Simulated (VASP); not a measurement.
Au: single point with LDA

Crystal: Au.

```
Au
1.0
    -1.31741    1.31741    1.31741
     1.31741   -1.31741    1.31741
     1.31741    1.31741   -1.31741
Au
1
Direct
  0.00000 0.00000 0.00000
```

This cell differs from its parent crystal: volume scaled by 0.55.

```
Program             : VASP 6.6.1
Task                : single point
Functional          : LDA
Potentials or basis : VASP PAW LDA potentials, release 64 (Au)
Cutoff              : 520 eV
k mesh              : 17 × 17 × 17
Occupations         : fermi-dirac, width 0.1 eV
Spin                : no spin polarisation
```

```yaml
Pressure: 581.0 GPa
```

Levels at points of the mesh, in eV from the Fermi level:
| k point | band 2 | band 3 | band 4 | band 5 | band 6 | band 7 | band 8 | band 9 | band 10 | band 11 |
| --- | --- | --- | --- | --- | --- | --- | --- | --- | --- | --- |
| (0.00, 0.00, 0.00) | -11.23 | -11.23 | -11.23 | -6.32 | -6.32 | 13.09 | 13.09 | 13.09 | 31.65 | 31.65 |

Wall time 10 s on 1 thread of Intel(R) Xeon(R) Platinum 8488C (Sapphire Rapids), with other jobs on the host, peak memory 0.13 GiB.

Caveat: spin-orbit coupling is left out, which moves the levels of the heavy elements.
